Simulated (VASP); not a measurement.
Ta4N:

```
Ta N
1.0
    -2.70285    2.70285    2.70285
     2.70285   -2.70285    2.70285
     2.70285    2.70285   -2.70285
Ta N
4 1
Direct
  0.00000 0.00000 0.50000
  0.00000 0.50000 0.00000
  0.50000 0.00000 0.00000
  0.50000 0.50000 0.50000
  0.00000 0.00000 0.00000
```

The cell was built from a structure type or drawn by symmetry, and may not be a known phase.

| Property | Result |
| --- | --- |
| Program | VASP 6.6.1 |
| Task | relaxation of cell and atoms |
| Functional | PBE |
| Potentials or basis | VASP PAW PBE potentials, release 64 (Ta_pv, N) |
| Cutoff | 600 eV |
| k mesh | 4 × 4 × 4 |
| Occupations | gaussian, width 0.1 eV |
| Spin | no spin polarisation |

At the start: pressure 10.0 GPa; volume 15.80 Å³/atom.

Question: Where does the relaxation end?

Answer: Over 3 steps the energy falls by 23.4 meV/atom and the volume is 16.60 Å³/atom (+5.1 %); space group Im-3m (No. 229, to 0.1 Å) before and after.

Step by step:
```tsv
step	energy change (eV)	largest force (eV/Å)	pressure (GPa)	volume (Å³)
1	0.0000	0.0000	9.99	78.98
2	0.2578	0.0000	-14.07	90.78
3	-0.1168	0.0000	-0.26	83.01
```

Final structure:
```
Ta N
1.0
    -2.74801    2.74801    2.74801
     2.74801   -2.74801    2.74801
     2.74801    2.74801   -2.74801
Ta N
4 1
Direct
  0.00000 0.00000 0.50000
  0.00000 0.50000 0.00000
  0.50000 0.00000 0.00000
  0.50000 0.50000 0.50000
  0.00000 0.00000 0.00000
```

Caveat: the k points lie up to 0.40 Å⁻¹ apart in the final cell, too coarse for converged energies and pressures of a metal.
